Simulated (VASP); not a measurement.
Crystal: TiO2.

```xyz
6
Lattice="3.4529 0.0000 0.0000 0.0000 3.4529 0.0000 0.0000 0.0000 5.0114" Properties=species:S:1:pos:R:3 pbc="T T T"
Ti    0.0000    0.0000    0.0000
Ti    1.7264    1.7264    2.5057
O     0.0000    1.7264    1.5123
O     0.0000    1.7264    4.0180
O     1.7264    0.0000    3.4991
O     1.7264    0.0000    0.9934
```

- Program: VASP 6.6.1
- Task: relaxation of cell and atoms
- Functional: PBE
- Potentials or basis: VASP PAW PBE potentials, release 64 (Ti_sv, O)
- Cutoff: 600 eV
- k mesh: 6 × 6 × 6
- Occupations: fermi-dirac, width 0.02 eV
- Spin: no spin polarisation

At the start: pressure -8.9 GPa; volume 9.96 Å³/atom.

Problem. How do energy, volume and symmetry change on relaxing?

Solution. Over 23 steps the energy falls by 65.5 meV/atom and the volume is 10.19 Å³/atom (+2.3 %); space group P4_2/nmc (No. 137, to 0.1 Å) before and after.

Step by step:
| step | energy change (eV) | largest force (eV/Å) | pressure (GPa) | volume (Å³) |
| --- | --- | --- | --- | --- |
| 1 | 0.0000 | 0.8203 | -8.93 | 59.75 |
| 2 | -0.0671 | 0.3874 | 13.27 | 55.07 |
| 3 | -0.1273 | 0.5961 | 3.34 | 56.90 |
| 4 | -0.2166 | 0.4615 | 3.22 | 57.36 |
| 5 | -0.3458 | 0.0484 | 4.62 | 58.58 |
| 6 | -0.3375 | 0.3105 | -7.06 | 62.23 |
| 7 | -0.3732 | 0.1184 | -1.14 | 60.25 |
| 8 | -0.3866 | 0.1322 | -0.30 | 60.49 |
| 9 | -0.3873 | 0.1356 | -0.03 | 60.56 |
| 10 | -0.3913 | 0.0386 | 0.73 | 60.61 |
| 11 | -0.3917 | 0.0056 | 1.11 | 60.63 |
| 12 | -0.3925 | 0.0025 | -0.60 | 61.24 |
| 13 | -0.3929 | 0.0046 | 0.05 | 61.00 |
| 14 | -0.3931 | 0.0052 | -0.01 | 61.04 |
| 15 | -0.3931 | 0.0136 | -0.06 | 61.07 |
| 16 | -0.3931 | 0.0171 | -0.11 | 61.09 |
| 17 | -0.3931 | 0.0153 | -0.09 | 61.08 |
| 18 | -0.3931 | 0.0143 | -0.08 | 61.07 |
| 19 | -0.3931 | 0.0068 | 0.11 | 61.05 |
| 20 | -0.3931 | 0.0086 | 0.07 | 61.05 |
| 21 | -0.3932 | 0.0049 | 0.09 | 61.07 |
| 22 | -0.3932 | 0.0070 | 0.02 | 61.14 |
| 23 | -0.3932 | 0.0029 | -0.03 | 61.12 |

Final structure:
```yaml
crystal:
  lattice:
    - [3.39273, 0.00000, 0.00000]
    - [0.00000, 3.39273, 0.00000]
    - [0.00000, 0.00000, 5.30968]
  atoms:
    - { symbol: Ti, position: [0.00000, 0.00000, 0.00000] }
    - { symbol: Ti, position: [0.50000, 0.50000, 0.50000] }
    - { symbol: O, position: [0.00000, 0.50000, 0.34097] }
    - { symbol: O, position: [0.00000, 0.50000, 0.84097] }
    - { symbol: O, position: [0.50000, 0.00000, 0.65903] }
    - { symbol: O, position: [0.50000, 0.00000, 0.15903] }
```
